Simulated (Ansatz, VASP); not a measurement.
# Y3LuO2 in VASP and in Ansatz

```
CELL_PARAMETERS angstrom
6.91251 0.00000 0.00000
-3.45625 5.98641 0.00000
0.00000 0.00000 5.33404
ATOMIC_POSITIONS crystal
Y 0.50000 0.00000 0.50000
Y 0.00000 0.50000 0.50000
Y 0.50000 0.50000 0.50000
Lu 0.00000 0.00000 0.50000
O 0.00000 0.00000 0.12608
O 0.00000 0.00000 0.87392
```

Alike in both runs: functional PBE; k mesh 6 × 6 × 4; occupations gaussian, width 0.1 eV; no spin polarisation.

Ansatz relaxed the structure, and its values are those at the end. VASP's run is a single point on that final structure, the one shown.

|  | VASP | Ansatz |
| --- | --- | --- |
| version | VASP 6.6.1 | Ansatz 0.2.0 |
| potentials or method | VASP PAW PBE potentials, release 64 (Y_sv, Lu, O), cutoff 520 eV | scalar-relativistic, plane waves, PAW |
| valence electrons in the cell | 70 | 70 |

Ansatz gave:

* gap on the k mesh at the Fermi level (eV): none
* pressure (GPa): 0.1
* rms of the force components (eV/Å): 0.001

Question: What did VASP give for the same quantities?

Answer: gap on the k mesh at the Fermi level (eV): none; pressure (GPa): 0.3; rms of the force components (eV/Å): 0.048.

A gap of «none» marks a metal or a gap that the smearing closes. The functional is the same, so the differences come from potentials, cutoffs and numerics.

Spin-orbit coupling is off throughout.
